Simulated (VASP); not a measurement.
Input of a VASP 6.6.1 run:

INCAR

```
PREC = Accurate
ENCUT = 520
EDIFF = 1E-6
ISMEAR = 0
SIGMA = 0.05
LREAL = F
LASPH = T
NELM = 100
ALGO = Normal
ISIF = 2
LWAVE = F
LCHARG = F
GGA = PE
NBANDS = 14
```

KPOINTS

```
regular mesh
0
Gamma
  14 14 14
```

File POSCAR:

```
CoO
1.0
    0.0000000000      2.1245315473      2.1245315473
    2.1245315473      0.0000000000      2.1245315473
    2.1245315473      2.1245315473      0.0000000000
Co O
1 1
Direct
    0.0000000000      0.0000000000      0.0000000000
    0.5000000000      0.5000000000      0.5000000000
```

Potentials or basis: VASP PAW PBE potentials, release 64 (Co, O).

Launch:

```bash
$ cat potpaw_PBE.64/Co/POTCAR potpaw_PBE.64/O/POTCAR > POTCAR
$ mpirun -np 1 vasp_std > vasp.out
```

Task: Estimate the pressure.

Result: -18.9 GPa.

Caveat: an odd number of electrons without spin polarisation forces a metal; a magnetic or distorted state may lie lower; the run has no spin polarisation, though such a crystal can be magnetic; semilocal functionals often make such compounds metallic where correlation or magnetic order opens a gap, which also shifts bond lengths. Spin polarisation is off, so any magnetic state and its effect on volume and gap are missing.
